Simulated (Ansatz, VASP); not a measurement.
# One calculation of Ga4SbAs3, two programs

File POSCAR:

```
Ga4SbAs3
1.0
    0.0000000000      5.7639000000      5.7639000000
    5.7639000000      0.0000000000      5.7639000000
    5.7639000000      5.7639000000      0.0000000000
Ga Sb As
8 2 6
Direct
   -0.0041700945     -0.0041700945     -0.0041700945
   -0.0041700945     -0.0041700945      0.5125102834
   -0.0041700945      0.5125102834     -0.0041700945
    0.0125102834      0.4958299055      0.4958299055
    0.5125102834     -0.0041700945     -0.0041700945
    0.4958299055      0.0125102834      0.4958299055
    0.4958299055      0.4958299055      0.0125102834
    0.4958299055      0.4958299055      0.4958299055
    0.1250000000      0.1250000000      0.1250000000
    0.6250000000      0.6250000000      0.6250000000
    0.1250000000      0.1250000000      0.6250000000
    0.1250000000      0.6250000000      0.1250000000
    0.1250000000      0.6250000000      0.6250000000
    0.6250000000      0.1250000000      0.1250000000
    0.6250000000      0.1250000000      0.6250000000
    0.6250000000      0.6250000000      0.1250000000
```

The input INCAR.step1:

```
SYSTEM = Ga4SbAs3
ALGO = Normal
EDIFF = 1E-4
ENCUT = 520
GGA = PE
ISMEAR = 0
LASPH = .TRUE.
LCHARG = .FALSE.
LREAL = Auto
LWAVE = .TRUE.
NBANDS = 86
NELM = 80
PREC = Accurate
SIGMA = 0.01
```

The input INCAR.step2:

```
SYSTEM = Ga4SbAs3
ALGO = Normal
EDIFF = 1E-7
ENCUT = 520
ISIF = 2
ISMEAR = 0
ISTART = 1
LASPH = .TRUE.
LCHARG = .FALSE.
LMIXTAU = .TRUE.
LREAL = Auto
LWAVE = .FALSE.
METAGGA = R2SCAN
NBANDS = 86
NELM = 80
PREC = Accurate
SIGMA = 0.01
```

File KPOINTS:

```
k-points
0
G
  3 3 3
  0 0 0
```

Input for Ansatz:

```yaml
crystal:
  lattice:
    - [0.0, 5.7639, 5.7639]
    - [5.7639, 0.0, 5.7639]
    - [5.7639, 5.7639, 0.0]
  atoms:
    - { symbol: Ga, position: [-0.0041700945, -0.0041700945, -0.0041700945] }
    - { symbol: Ga, position: [-0.0041700945, -0.0041700945, 0.5125102834] }
    - { symbol: Ga, position: [-0.0041700945, 0.5125102834, -0.0041700945] }
    - { symbol: Ga, position: [0.0125102834, 0.4958299055, 0.4958299055] }
    - { symbol: Sb, position: [0.125, 0.125, 0.125] }
    - { symbol: As, position: [0.125, 0.125, 0.625] }
    - { symbol: As, position: [0.125, 0.625, 0.125] }
    - { symbol: As, position: [0.125, 0.625, 0.625] }
    - { symbol: Ga, position: [0.5125102834, -0.0041700945, -0.0041700945] }
    - { symbol: Ga, position: [0.4958299055, 0.0125102834, 0.4958299055] }
    - { symbol: Ga, position: [0.4958299055, 0.4958299055, 0.0125102834] }
    - { symbol: Ga, position: [0.4958299055, 0.4958299055, 0.4958299055] }
    - { symbol: As, position: [0.625, 0.125, 0.125] }
    - { symbol: As, position: [0.625, 0.125, 0.625] }
    - { symbol: As, position: [0.625, 0.625, 0.125] }
    - { symbol: Sb, position: [0.625, 0.625, 0.625] }
scf:
  occupations: { method: gaussian, width: 0.01 }
  n_extra_bands: 12
output:
  eigenvalues: true
  eigenstates: { kpoints: [[0, 0, 0]], e_range: [-2, 3] }
hamiltonian:
  xc: r2scan
kpoints:
  mp_grid: { grid: [3, 3, 3] }
```

Alike in both runs: task single point; functional r2SCAN; k mesh 3 × 3 × 3; occupations gaussian, width 0.01 eV; no spin polarisation.

|  | VASP | Ansatz |
| --- | --- | --- |
| version | VASP 6.6.1 | Ansatz 0.2.0 |
| potentials or method | VASP PAW PBE potentials, release 64 (Ga_d, Sb, As) | scalar-relativistic, plane waves, PAW |
| plane-wave cutoff (eV) | 520 | 500 |
| valence electrons in the cell | 144 | 224 |

VASP gave:

| Quantity | Value |
| --- | --- |
| gap on the k mesh at the Fermi level (eV) | 0.47 |
| least direct gap on the mesh (eV) | 0.47 |

**Question.** Estimate Ansatz's values.

**Answer.** gap on the k mesh at the Fermi level (eV): 0.49; least direct gap on the mesh (eV): 0.49.

VASP's potentials were made for PBE, not for r2SCAN. VASP's potentials hold 144 valence electrons a cell and Ansatz's 224, so a difference there can come from the potentials and not from the codes.

Spin-orbit coupling is off throughout.
